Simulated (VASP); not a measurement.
Wanted: the native input for a VASP 6.6.1 run.

| Item | Value |
| --- | --- |
| Task | single point |
| Functional | PBE |
| Potentials or basis | VASP PAW PBE potentials, release 64 (Eu) |
| Cutoff | 520 eV |
| k mesh | 14 × 14 × 14 |
| Occupations | gaussian, width 0.1 eV |
| Spin | collinear spin, ferromagnetic start |
| Starting moments | [7.71] μB |
| Dipole correction | no |
| Further INCAR settings | ALGO = Normal; EDIFF = 1e-06; NBANDS = 18 |

The structure of Eu lies in POSCAR:

```
Eu
1.0
   -2.1925161004      2.1925161004      2.1925161004
    2.1925161004     -2.1925161004      2.1925161004
    2.1925161004      2.1925161004     -2.1925161004
Eu
1
Direct
    0.0000000000      0.0000000000      0.0000000000
```

One way to write it, as run:

INCAR

```
SYSTEM = Eu
PREC = Accurate ; ENCUT = 520
EDIFF = 1E-6 ; ISMEAR = 0
SIGMA = 0.1 ; LREAL = .FALSE.
LASPH = .TRUE. ; NELM = 150
ALGO = Normal ; ISIF = 2
LWAVE = .FALSE. ; LCHARG = .TRUE.
ISPIN = 2 ; MAGMOM = 7.71
LORBIT = 11 ; LMAXMIX = 6
GGA = PE ; LELF = .TRUE.
LVHAR = .TRUE. ; NBANDS = 18
```

KPOINTS

```
Automatic mesh
0
G
  14 14 14
  0 0 0
```

Potentials or basis: VASP PAW PBE potentials, release 64 (Eu).

Command:

```console
$ cat potpaw_PBE.64/Eu/POTCAR > POTCAR
$ mpirun -np 1 vasp_std > vasp.out
```

It gave:

```
Pressure                                              : -0.2 GPa
Net moment                                            : 7.25 μB per cell
Site moments                                          : Eu +6.66 μB
Valence electrons inside the program's atomic spheres : Eu 14.73
```

Wall time 2.5 min on 1 thread of Intel(R) Xeon(R) Platinum 8375C CPU @ 2.90GHz (Ice Lake) (shared host), peak memory 0.27 GiB.
